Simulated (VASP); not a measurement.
# SiO2 (Im-3m) in VASP: a series of runs, part 2 of 2

VASP 6.6.1.

**3. Electric field gradients, r2SCAN**

Input file POSCAR:

```
SiO2
1.0
   -4.9414789400      4.9414789400      4.9414789400
    4.9414789400     -4.9414789400      4.9414789400
    4.9414789400      4.9414789400     -4.9414789400
Si O
8 16
Direct
    0.3138788000      0.3138788000      0.3138788000
    0.0000000000      0.3138788000      0.0000000000
    0.0000000000      0.0000000000      0.3138788000
    0.3138788000      0.0000000000      0.0000000000
    0.0000000000      0.0000000000      0.6861212000
    0.6861212000      0.0000000000      0.0000000000
    0.0000000000      0.6861212000      0.0000000000
    0.6861212000      0.6861212000      0.6861212000
    0.5000000000      0.5000000000      0.5000000000
    0.0000000000      0.5000000000      0.0000000000
    0.0000000000      0.0000000000      0.5000000000
    0.5000000000      0.0000000000      0.0000000000
    0.1888848800      0.1888848800      0.3777697600
    0.1888848800      0.3777697600      0.1888848800
    0.8111151200      0.0000000000      0.1888848800
    0.0000000000      0.8111151200      0.1888848800
    0.3777697600      0.1888848800      0.1888848800
    0.1888848800      0.8111151200      0.0000000000
    0.8111151200      0.1888848800      0.0000000000
    0.1888848800      0.0000000000      0.8111151200
    0.6222302400      0.8111151200      0.8111151200
    0.8111151200      0.6222302400      0.8111151200
    0.0000000000      0.1888848800      0.8111151200
    0.8111151200      0.8111151200      0.6222302400
```

Input file INCAR.step1:

```
ALGO = Normal ; EDIFF = 1E-4
ENCUT = 520 ; GGA = PE
ISMEAR = -1 ; LASPH = T
LCHARG = F ; LREAL = Auto
LWAVE = T ; NBANDS = 82
NELM = 80 ; PREC = Accurate
SIGMA = 0.02
```

Input file INCAR.step2:

```
ALGO = Normal ; EDIFF = 1E-8
ENCUT = 520 ; ISIF = 2
ISMEAR = -1 ; ISTART = 1
LASPH = T ; LCHARG = F
LEFG = T ; LMIXTAU = T
LREAL = Auto ; LWAVE = F
METAGGA = R2SCAN ; NBANDS = 82
NELM = 80 ; PREC = Accurate
SIGMA = 0.02
```

Input file KPOINTS:

```
k-points
0
Gamma
  3 3 3
```

Potentials or basis: VASP PAW PBE potentials, release 64 (Si, O).

Command:

```console
cat potpaw_PBE.64/Si/POTCAR potpaw_PBE.64/O/POTCAR > POTCAR
cp INCAR.step1 INCAR
mpirun -np 1 vasp_std > vasp.out
cp INCAR.step2 INCAR
mpirun -np 1 vasp_std > vasp.out
```

OUTCAR:

```text
EDIFF = 1E-8
   ENCUT = 520
   ISIF = 2
   ISMEAR = -1
   ISTART = 1
   LASPH = T
   LREAL = Auto
   METAGGA = R2SCAN
   NELM = 80
   PREC = Accurate

 ion  position               nearest neighbor table
   1  0.314  0.314  0.314-   9 1.59  13 1.61  14 1.61  17 1.61   3 3.10   4 3.10   2 3.10
   2  0.000  0.314  0.000-  10 1.59  19 1.61  23 1.61  14 1.61   5 3.10   6 3.10   1 3.10
   3  0.000  0.000  0.314-  11 1.59  15 1.61  16 1.61  13 1.61   6 3.10   7 3.10   1 3.10
   4  0.314  0.000  0.000-  12 1.59  18 1.61  20 1.61  17 1.61   5 3.10   7 3.10   1 3.10
   5  0.000  0.000  0.686-  11 1.59  20 1.61  23 1.61  24 1.61   4 3.10   8 3.10   2 3.10
   6  0.686  0.000  0.000-  12 1.59  15 1.61  19 1.61  21 1.61   3 3.10   8 3.10   2 3.10
   7  0.000  0.686  0.000-  10 1.59  16 1.61  18 1.61  22 1.61   4 3.10   8 3.10   3 3.10
   8  0.686  0.686  0.686-   9 1.59  21 1.61  22 1.61  24 1.61   6 3.10   7 3.10   5 3.10
   9  0.500  0.500  0.500-   1 1.59   8 1.59
  10  0.000  0.500  0.000-   2 1.59   7 1.59
[... 629 lines left out ...]
 (convention: |V_zz| > |V_xx| > |V_yy|)
----------------------------------------------------------------------
 ion       V_xx      V_yy      V_zz     asymmetry (V_yy - V_xx)/ V_zz
----------------------------------------------------------------------
   1       3.912     3.912    -7.824       0.000
   2       3.913     3.911    -7.824       0.000
   3       3.913     3.911    -7.824       0.000
   4       3.913     3.911    -7.824       0.000
   5       3.913     3.911    -7.824       0.000
   6       3.913     3.911    -7.824       0.000
[... 16 lines left out ...]
  23     -54.319   -33.039    87.359       0.244
  24     -54.313   -33.044    87.357       0.243
----------------------------------------------------------------------

           NMR quadrupolar parameters

 Cq : quadrupolar parameter    Cq=e*Q*V_zz/h
 eta: asymmetry parameters     (V_yy - V_xx)/ V_zz
 Q  : nuclear electric quadrupole moment in mb (millibarn)
----------------------------------------------------------------------
 ion       Cq(MHz)       eta       Q (mb)
----------------------------------------------------------------------
   1      -0.019       0.000       1.000
   2      -0.019       0.000       1.000
   3      -0.019       0.000       1.000
   4      -0.019       0.000       1.000
   5      -0.019       0.000       1.000
   6      -0.019       0.000       1.000
[... 16 lines left out ...]
  23       0.211       0.244       1.000
  24       0.211       0.243       1.000
----------------------------------------------------------------------
```

Wall time 17 min (1 thread of Intel Xeon Platinum 8488C (Sapphire Rapids), shared host); peak memory 0.66 GiB.

Results:

```
Free energy                             : -237.9046 eV
Pressure                                : 0.2 GPa
Largest force                           : 0.023 eV/Å
Band gap on the k mesh                  : 6.26 eV
Largest electric field gradient by atom : Si -7.8; O +96.9, +87.4 (each value once) V/Å²
```

Forces on the atoms (eV/Å):
```
Si  -0.013 -0.013 -0.013
Si  -0.013  0.013 -0.013
Si  -0.013 -0.013  0.013
Si   0.013 -0.013 -0.013
Si   0.013  0.013 -0.013
Si  -0.013  0.013  0.013
Si   0.013 -0.013  0.013
Si   0.013  0.013  0.013
O    0.000  0.000  0.000
O    0.000  0.000  0.000
O    0.000  0.000  0.000
O    0.000  0.000  0.000
O    0.010  0.010  0.000
O    0.010  0.000  0.010
O    0.010  0.000 -0.010
O    0.000  0.010 -0.010
O    0.000  0.010  0.010
O   -0.010  0.010  0.000
O    0.010 -0.010  0.000
O   -0.010  0.000  0.010
O    0.000 -0.010 -0.010
O   -0.010  0.000 -0.010
O    0.000 -0.010  0.010
O   -0.010 -0.010  0.000
```

Electric field gradients, principal values (V/Å²):
```tsv
atom	least	middle	greatest (by size)
1 Si	3.912	3.912	-7.824
2 Si	3.911	3.913	-7.824
3 Si	3.911	3.913	-7.824
4 Si	3.911	3.913	-7.824
5 Si	3.911	3.913	-7.824
6 Si	3.911	3.913	-7.824
7 Si	3.911	3.913	-7.824
8 Si	3.912	3.912	-7.824
9 O	-48.454	-48.454	96.908
10 O	-48.454	-48.468	96.922
11 O	-48.454	-48.468	96.922
12 O	-48.454	-48.468	96.922
13 O	-33.044	-54.313	87.357
14 O	-33.044	-54.313	87.357
15 O	-33.039	-54.319	87.359
16 O	-33.039	-54.319	87.359
17 O	-33.044	-54.313	87.357
18 O	-33.039	-54.319	87.359
19 O	-33.039	-54.319	87.359
20 O	-33.039	-54.319	87.359
21 O	-33.044	-54.313	87.357
22 O	-33.044	-54.313	87.357
23 O	-33.039	-54.319	87.359
24 O	-33.044	-54.313	87.357
```

Caveat: without QUAD_EFG the Cq values of the log hold for a quadrupole moment of 1 mb, not for the nuclei; the PAW data sets were made with another functional, which shifts forces and pressure a little; an odd mesh through Γ misses points on the zone boundary, where band edges can lie.
